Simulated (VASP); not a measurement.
Here is a VASP 6.6.1 calculation.

File POSCAR:

```
Ag
1.0
   -1.5658570007      1.5658570007      1.5658570007
    1.5658570007     -1.5658570007      1.5658570007
    1.5658570007      1.5658570007     -1.5658570007
Ag
1
Direct
    0.0000000000      0.0000000000      0.0000000000
```

INCAR.step1

```
SYSTEM = Ag
PREC = Accurate
ENCUT = 520
ISMEAR = -1
SIGMA = 0.1
LREAL = .FALSE.
LASPH = .TRUE.
NELM = 60
NBANDS = 12
GGA = PE
ALGO = Normal
EDIFF = 1E-4
LWAVE = .TRUE.
LCHARG = .FALSE.
```

INCAR.step2

```
SYSTEM = Ag
PREC = Accurate
ENCUT = 520
EDIFF = 1E-6
ISMEAR = -1
SIGMA = 0.1
LREAL = .FALSE.
LASPH = .TRUE.
NELM = 60
ALGO = Normal
ISIF = 2
LWAVE = .FALSE.
LCHARG = .FALSE.
METAGGA = R2SCAN
LMIXTAU = .TRUE.
NBANDS = 12
ISTART = 1
```

KPOINTS

```
Automatic mesh
0
G
  15 15 15
  0 0 0
```

Potentials or basis: VASP PAW PBE potentials, release 64 (Ag).

Launch:

```sh
$ cat potpaw_PBE.64/Ag/POTCAR > POTCAR
$ cp INCAR.step1 INCAR
$ mpirun -np 1 vasp_std > vasp.out
$ cp INCAR.step2 INCAR
$ mpirun -np 1 vasp_std > vasp.out
```

Question: Estimate the pressure.

Answer: 18.4 GPa.

Question: Predict the band gap on the k mesh.

Answer: Zero (an odd number of electrons rules out a gap without spin polarisation).

Caveat: the cell stands under pressure; the PAW data sets were made with another functional, which shifts forces and pressure a little.
